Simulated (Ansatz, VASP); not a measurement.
**BN: VASP beside Ansatz**

The input INCAR:

```
PREC     = Accurate       # precision mode
ENCUT    = 520            # plane-wave cutoff, eV
EDIFF    = 1E-7           # SCF threshold, eV
ISMEAR   = 0              # smearing method
SIGMA    = 0.01           # smearing width, eV
LREAL    = F              # projectors in reciprocal space
LASPH    = T              # aspherical terms in the spheres
NELM     = 100            # most SCF steps
ALGO     = Normal         # electronic algorithm
ISIF     = 2              # what is computed and relaxed
LWAVE    = F              # write WAVECAR
LCHARG   = F              # write CHGCAR
GGA      = RP             # functional
NBANDS   = 11             # bands
```

The input KPOINTS:

```
regular mesh
0
Gamma
  12 12 12
```

File POSCAR:

```
BN
1.0
    0.0000000000      1.7917561120      1.7917561120
    1.7917561120      0.0000000000      1.7917561120
    1.7917561120      1.7917561120      0.0000000000
B N
1 1
Direct
    0.0000000000      0.0000000000      0.0000000000
    0.7500000000      0.7500000000      0.7500000000
```

Input for Ansatz:

```yaml
crystal:
  lattice:
    - [0.0, 1.791756112, 1.791756112]
    - [1.791756112, 0.0, 1.791756112]
    - [1.791756112, 1.791756112, 0.0]
  atoms:
    - { symbol: B, position: [0.0, 0.0, 0.0] }
    - { symbol: "N", position: [0.75, 0.75, 0.75] }
basis:
  ecutwfc: 420
kpoints:
  mp_grid: { grid: [12, 12, 12] }
hamiltonian:
  xc: rpbe
scf:
  occupations: { method: fixed }
  lower_state_search: light
output:
  forces: true
  eigenvalues: true
  stress: true
```

Alike in both runs: task single point; functional RPBE; k mesh 12 × 12 × 12; no spin polarisation.

|  | VASP | Ansatz |
| --- | --- | --- |
| version | VASP 6.6.1 | Ansatz 0.2.0 |
| potentials or method | VASP PAW PBE potentials, release 64 (B, N), cutoff 520 eV | scalar-relativistic, plane waves, PAW |
| occupations | gaussian, width 0.01 eV | fixed |
| valence electrons in the cell | 8 | 8 |

```tsv
	VASP	Ansatz	Ansatz less VASP
gap on the k mesh at the Fermi level (eV)	4.51	4.53	+0.015
pressure (GPa)	20.0	19.7	-0.31
```

VASP's potentials were made for PBE, not for RPBE.
